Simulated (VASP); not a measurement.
# SiGe (R-3m) in VASP: notebook, part 2 of 2

VASP 6.6.1.

## 3. Single point, HSE06

Input file POSCAR:

```
SiGe
1.0
    1.9627184945      1.1331760511      6.4105976063
   -1.9627184945      1.1331760511      6.4105976063
    0.0000000000     -2.2663521023      6.4105976063
Si Ge
2 2
Direct
    0.1861189418      0.1861189418      0.1861189418
    0.8138810582      0.8138810582      0.8138810582
    0.6889769731      0.6889769731      0.6889769731
    0.3110230269      0.3110230269      0.3110230269
```

Input file INCAR.step1:

```
ALGO = Normal
EDIFF = 1E-5
ENCUT = 410
GGA = PE
GGA_COMPAT = False
ISIF = 2
ISMEAR = 0
LASPH = True
LREAL = False
LWAVE = True
NBANDS = 26
NELM = 120
PREC = Accurate
SIGMA = 0.01
```

Input file INCAR.step2:

```
ALGO = Normal
EDIFF = 1E-6
ENCUT = 410
GGA = PE
GGA_COMPAT = False
HFSCREEN = 0.2079
ISIF = 2
ISMEAR = 0
ISTART = 1
LASPH = True
LCHARG = True
LELF = True
LHFCALC = True
LREAL = False
LVHAR = True
LWAVE = False
NBANDS = 26
NELM = 120
PREC = Accurate
PRECFOCK = Normal
SIGMA = 0.01
```

Input file KPOINTS:

```
k-points
0
Gamma
  4 4 4
```

Potentials or basis: VASP PAW PBE potentials, release 64 (Si, Ge_d).

Started as:

```bash
cat potpaw_PBE.64/Si/POTCAR potpaw_PBE.64/Ge_d/POTCAR > POTCAR
cp INCAR.step1 INCAR
mpirun -np 1 vasp_std > vasp.out
cp INCAR.step2 INCAR
mpirun -np 1 vasp_std > vasp.out
```

OUTCAR:

```text
EDIFF = 1E-6
   ENCUT = 410
   GGA = PE
   HFSCREEN = 0.2079
   ISIF = 2
   ISMEAR = 0
   ISTART = 1
   LASPH = True
   LHFCALC = True
   LREAL = False
   NELM = 120
   PREC = Accurate
   PRECFOCK = Normal

 ion  position               nearest neighbor table
   1  0.186  0.186  0.186-   2 2.39   2 2.39   2 2.39   4 2.40
   2  0.814  0.814  0.814-   1 2.39   1 2.39   1 2.39   3 2.40
   3  0.689  0.689  0.689-   2 2.40   4 2.42   4 2.42   4 2.42
   4  0.311  0.311  0.311-   1 2.40   3 2.42   3 2.42   3 2.42

  LATTYP: Found a trigonal (rhomboedric) cell.
 ALAT       =     6.7994200871
 COS(alpha) =     0.8333511667

  Lattice vectors:

 A1 = (   1.9627184945,   1.1331760511,   6.4105976063)
 A2 = (  -1.9627184945,   1.1331760511,   6.4105976063)
 A3 = (   0.0000000000,  -2.2663521023,   6.4105976063)

Analysis of symmetry for initial positions (statically):
=====================================================================
 Subroutine PRICEL returns:
 Original cell was already a primitive cell.

 Routine SETGRP: Setting up the symmetry group for a
 trigonal (rhombohedral) supercell.

 Subroutine GETGRP returns: Found 12 space group operations
 (whereof 12 operations were pure point group operations)
 out of a pool of 12 trial point group operations.

The static configuration has the point symmetry D_3d.

Analysis of symmetry for dynamics (positions and initial velocities):
=====================================================================
 Subroutine PRICEL returns:
 Original cell was already a primitive cell.

 Routine SETGRP: Setting up the symmetry group for a
 trigonal (rhombohedral) supercell.

 Subroutine GETGRP returns: Found 12 space group operations
 (whereof 12 operations were pure point group operations)
 out of a pool of 12 trial point group operations.

The dynamic configuration has the point symmetry D_3d.

 Subroutine INISYM returns: Found 12 space group operations
 (whereof 12 operations are pure point group operations),
 and found     1 'primitive' translations

----------------------------------------------------------------------------------------

                                     Primitive cell

  volume of cell :      85.5471

  direct lattice vectors                    reciprocal lattice vectors
     1.962718495  1.133176051  6.410597606     0.254748708  0.147079235  0.051997232
    -1.962718495  1.133176051  6.410597606    -0.254748708  0.147079235  0.051997232
     0.000000000 -2.266352102  6.410597606     0.000000000 -0.294158470  0.051997232

  length of vectors
     6.799420087  6.799420087  6.799420087     0.298718793  0.298718793  0.298718793

  position of ions in fractional coordinates (direct lattice)
     0.186118942  0.186118942  0.186118942
     0.813881058  0.813881058  0.813881058
     0.688976973  0.688976973  0.688976973
     0.311023027  0.311023027  0.311023027

  ion indices of the primitive-cell ions
   primitive index   ion index
                 1           1
[... 37 lines left out ...]
 -0.250000  0.250000  0.000000      6.000000
  0.500000  0.500000  0.000000      3.000000
  0.250000  0.250000  0.250000      2.000000
  0.500000  0.250000  0.250000      6.000000
 -0.250000  0.250000  0.250000      6.000000
  0.500000  0.500000  0.250000      6.000000
 -0.250000  0.500000  0.250000      6.000000
  0.500000  0.500000  0.500000      1.000000
   k-points           NKPTS =     13   k-points in BZ     NKDIM =     64   number of bands    NBANDS=     26
   number of dos      NEDOS =    301   number of ions     NIONS =      4
   total plane-waves  NPLWV = 110592
   dimension x,y,z NGX =    48 NGY =   48 NGZ =   48
   dimension x,y,z NGXF=    96 NGYF=   96 NGZF=   96
   ions per type =               2   2
   NGX,Y,Z   is equivalent  to a cutoff of  11.74, 11.74, 11.74 a.u.
   NGXF,Y,Z  is equivalent  to a cutoff of  23.47, 23.47, 23.47 a.u.
 SYSTEM =  unknown system
   PREC   = accura    normal or accurate (medium, high low for compatibility)
   ISTART =      1    job   : 0-new  1-cont  2-samecut
   ICHARG =      0    charge: 1-file 2-atom 10-const
   ISPIN  =      1    spin polarized calculation?
   LNONCOLLINEAR =      F non collinear calculations
   LSORBIT =      F    spin-orbit coupling
   LASPH  =      T    aspherical Exc in radial PAW
   ENCUT  =  410.0 eV  30.13 Ry    5.49 a.u.  11.23 11.23 11.23*2*pi/ulx,y,z
   NELM   =    120;   NELMIN=  2; NELMDL=  0     # of ELM steps
   EDIFF  = 0.1E-05   stopping-criterion for ELM
   LREAL  =      F    real-space projection
   EDIFFG = 0.1E-04   stopping-criterion for IOM
   NSW    =      0    number of steps for IOM
   IBRION =     -1    ionic relax: 0-MD 1-quasi-New 2-CG
   NFREE  =      0    steps in history (QN), initial steepest desc. (CG)
   ISIF   =      2    stress and relaxation
   ISYM   =      3    0-nonsym 1-usesym 2-fastsym
   POTIM  = 0.5000    time-step for ionic-motion
   TEBEG  =    0.0;   TEEND  =   0.0 temperature during run
   PSTRESS=    0.0 pullay stress
   NELECT =      36.0000    total number of electrons
   NUPDOWN=      -1.0000    fix difference up-down
   EMIN   =  10.00;   EMAX   =-10.00  energy-range for DOS
   EFERMI =   0.00;   METHOD = LEGACY
   ISMEAR =     0;   SIGMA  =   0.01  broadening in eV -4-tet -1-fermi 0-gaus
   EFERMI_NEDOS =   21; number of points for ismear=-14 and -15
   IALGO  =     38    algorithm
   IMIX   =      1    mixing-type and parameters
     AMIX     =   0.40;   BMIX     =  1.00
     AMIX_MAG =   1.60;   BMIX_MAG =  1.00
  volume/ion in A,a.u.               =      21.39       144.33
  Fermi-wavevector in a.u.,A,eV,Ry     =   1.226800  2.318317 20.477305  1.505039
  Thomas-Fermi vector in A             =   2.361788
   LORBIT       =      0    0 simple, 1 ext, 2 COOP (PROOUT), +10 PAW based schemes
   GGA     = PE    functional components
   LHFCALC =     T    Hartree Fock is set to
   PRECFOCK=normal    Normal, Fast or Accurate (Low or Medium for compatibility)
   ENCUT4O =  -1.0   cutoff for four orbital integrals eV
   NKREDX  =     1    reduce k-point grid by
   NKREDY  =     1    reduce k-point grid by
   NKREDZ  =     1    reduce k-point grid by
   AEXX    =    0.2500 exact exchange contribution
   HFSCREEN=    0.2079 screening length (either q_TF or 0.3 A-1)
   HFSCREENC=   0.2079 screening length for correlation (either q_TF or 0.3 A-1)
   ENCUTFOCK=  -1.0 apply spherical cutoff to Coloumb kernel
   IVDW    =     0    specifies the selected vdW correction
   LEPSILON=     F    determine dielectric tensor
   LRPA    =     F    only Hartree local field effects (RPA)
 non-spin polarized calculation
 Gauss-broadening in eV      SIGMA  =   0.01
  energy-cutoff  :      410.00
  volume of cell :       85.55
 maximum number of plane-waves:      1665
 NGX is ok and might be reduce to    48
  NGX = 36; NGY = 36; NGZ = 36

 number of electron      36.0000014 magnetization

 Free energy of the ion-electron system (eV)
  ---------------------------------------------------
  ext. energy  EPLUGINS =         0.00000000
  ---------------------------------------------------
  free energy    TOTEN  =       -22.96942031 eV

  energy without entropy =      -22.96942031  energy(sigma->0) =      -22.96942031

 E-fermi :   5.2483     XC(G=0):  -8.0378

 val. band max:        5.1312643912   @ k =   0.0000   0.0000   0.0000
 cond. band min:       6.2794007197   @ k =   0.5000   0.5000   0.0000
 fundamental gap:      1.1481363285
 Fermi energy:         5.2483430053

 k-point     1 :       0.0000    0.0000    0.0000
  band No.  band energies     occupation
      1     -22.5621      2.00000
      2     -22.5621      2.00000
      3     -22.4798      2.00000
      4     -22.4798      2.00000
      5     -22.4118      2.00000
      6     -22.4100      2.00000
[... 366 lines left out ...]
     25      11.9881      0.00000
     26      12.5047      0.00000

------------------------ aborting loop because EDIFF is reached ----------------------------------------

  FORCE on cell =-STRESS in cart. coord.  units (eV):
  Direction    XX          YY          ZZ          XY          YZ          ZX
  --------------------------------------------------------------------------------------
  -------------------------------------------------------------------------------------
  Total        0.2205043      0.2205043     -0.4759576     -0.0000000      0.0000000      0.0000000
  in kB        4.1297387      4.1297387     -8.9140221     -0.0000000      0.0000000      0.0000000
  external PRESSURE =      -0.2181816 kB  Pullay stress =       0.0000000 kB

 VOLUME and BASIS-vectors are now :
 -----------------------------------------------------------------------------
  energy-cutoff  :      410.00
  volume of cell :       85.55
      direct lattice vectors                 reciprocal lattice vectors
     1.962718495  1.133176051  6.410597606     0.254748708  0.147079235  0.051997232
    -1.962718495  1.133176051  6.410597606    -0.254748708  0.147079235  0.051997232
     0.000000000 -2.266352102  6.410597606     0.000000000 -0.294158470  0.051997232

 POSITION                                       TOTAL-FORCE (eV/Angst)
 -----------------------------------------------------------------------------------
      0.00000     -0.00000      3.57940         0.000000      0.000000     -0.033899
      0.00000     -0.00000     15.65239         0.000000     -0.000000      0.033899
      0.00000     -0.00000     13.25026         0.000000     -0.000000      0.012185
      0.00000     -0.00000      5.98153         0.000000      0.000000     -0.012185
 -----------------------------------------------------------------------------------
    total drift:                                0.000000      0.000001      0.000001

  FREE ENERGIE OF THE ION-ELECTRON SYSTEM (eV)
  ---------------------------------------------------
  free  energy   TOTEN  =       -22.9694203054 eV

  energy  without entropy=      -22.9694203054  energy(sigma->0) =      -22.96942031
```

Run time: 1.9 h. Hardware: 1 thread of Intel Xeon Platinum 8375C at 2.90GHz (Ice Lake), shared host; peak memory 0.45 GiB.

What came out:

| Property | Result |
| --- | --- |
| Free energy | -22.9694 eV |
| Pressure | 0.0 GPa |
| Largest force | 0.034 eV/Å |
| Band gap on the k mesh | 1.15 eV (least direct gap 1.26 eV) |

Forces on the atoms (eV/Å):
```
Si   0.000  0.000 -0.034
Si   0.000  0.000  0.034
Ge   0.000  0.000  0.012
Ge   0.000  0.000 -0.012
```

Levels at points of the mesh, in eV from the valence-band top:
| k point | band 14 | band 15 | band 16 | band 17 | band 18 | band 19 | band 20 | band 21 | band 22 | band 23 |
| --- | --- | --- | --- | --- | --- | --- | --- | --- | --- | --- |
| (0.00, 0.00, 0.00) | -1.65 | -1.65 | -0.09 | 0.00 | 0.00 | 1.26 | 2.55 | 3.04 | 3.04 | 3.31 |
| (0.50, 0.00, 0.00) | -7.50 | -4.09 | -3.97 | -2.86 | -2.39 | 1.64 | 2.42 | 4.94 | 5.39 | 6.23 |
| (0.50, 0.50, 0.00) | -8.04 | -3.40 | -3.34 | -1.51 | -1.49 | 1.15 | 1.18 | 1.43 | 4.16 | 4.32 |
| (0.50, 0.50, 0.50) | -4.50 | -1.38 | -1.38 | -0.63 | -0.63 | 1.92 | 2.10 | 3.80 | 3.80 | 4.69 |

Caveat: the k points lie up to 0.47 Å⁻¹ apart; the PAW data sets were made with another functional, which shifts forces and pressure a little. A k mesh can miss the band edges.
